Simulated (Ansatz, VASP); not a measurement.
Two plane-wave programs on Zn

```xyz
2
Lattice="2.6452 0.0000 0.0000 -1.3226 2.2908 0.0000 0.0000 0.0000 4.9629" Properties=species:S:1:pos:R:3 pbc="T T T"
Zn    0.0000    1.5272    1.2407
Zn    1.3226    0.7636    3.7222
```

Alike in both runs: task single point; functional revPBE; k mesh 22 × 22 × 10; occupations fermi-dirac, width 0.1 eV; no spin polarisation.

```csv
,VASP,Ansatz
version,VASP 6.6.1,Ansatz 0.2.0
potentials or method,"VASP PAW PBE potentials, release 64 (Zn), cutoff 520 eV","plane waves (420 eV) with PAW, scalar-relativistic"
valence electrons in the cell,24,24
```

Ansatz gave:

| Item | Value |
| --- | --- |
| pressure (GPa) | 3.1 |
| traceless stress, the component that is largest in VASP (GPa) | -0.55 |

Task: Which values does VASP return?

Result: Pressure (GPa): 3.5; traceless stress, the component that is largest in VASP (GPa): -0.73.

VASP's potentials were made for PBE, not for revPBE.
